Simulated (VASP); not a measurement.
Write the native input for VASP 6.6.1 that does the following.

- Task: relaxation of cell and atoms
- Functional: PBE
- Potentials or basis: VASP PAW PBE potentials, release 64 (Ga_d, P)
- Cutoff: 600 eV
- k mesh: 8 × 8 × 8
- Occupations: gaussian, width 0.02 eV
- Spin: no spin polarisation
- Dipole correction: no
- Further INCAR settings: ALGO = Normal; EDIFF = 1e-06; IBRION = 2; EDIFFG = -0.005; NSW = 100; ISIF = 3

The structure of GaP lies in POSCAR:

```
GaP
1.0
    0.0000000000      2.7252500000      2.7252500000
    2.7252500000      0.0000000000      2.7252500000
    2.7252500000      2.7252500000      0.0000000000
Ga P
1 1
Direct
    0.0000000000      0.0000000000      0.0000000000
    0.7500000000      0.7500000000      0.7500000000
```

One way to write it, as run:

INCAR

```
PREC = Accurate
ENCUT = 600
EDIFF = 1E-6
ISMEAR = 0
SIGMA = 0.02
LREAL = False
LASPH = True
NELM = 100
ALGO = Normal
ISIF = 3
LWAVE = False
LCHARG = False
GGA = PE
IBRION = 2
NSW = 100
EDIFFG = -0.005
```

KPOINTS

```
regular mesh
0
Gamma
  8 8 8
```

Potentials or basis: VASP PAW PBE potentials, release 64 (Ga_d, P).

The run is started by

```bash
$ cat potpaw_PBE.64/Ga_d/POTCAR potpaw_PBE.64/P/POTCAR > POTCAR
$ mpirun -np 1 vasp_std > vasp.out
```

Results of the run:

The relaxed volume is 20.86 Å³/atom. The relaxed cell is a = 3.893 Å, b = 3.893 Å, c = 3.893 Å, α = 60.00°, β = 60.00°, γ = 60.00° and the space group after relaxing (to 0.05 Å) is F-43m (No. 216). The energy gained by relaxing is 4.6 meV/atom. The ionic steps are 6. The pressure after relaxing is 0.0 GPa. The band gap on the k mesh is 1.58 eV, direct.

It took 39 s on 1 thread of Intel(R) Xeon(R) Platinum 8375C CPU @ 2.90GHz (Ice Lake), on a shared host, peak memory 0.19 GiB.
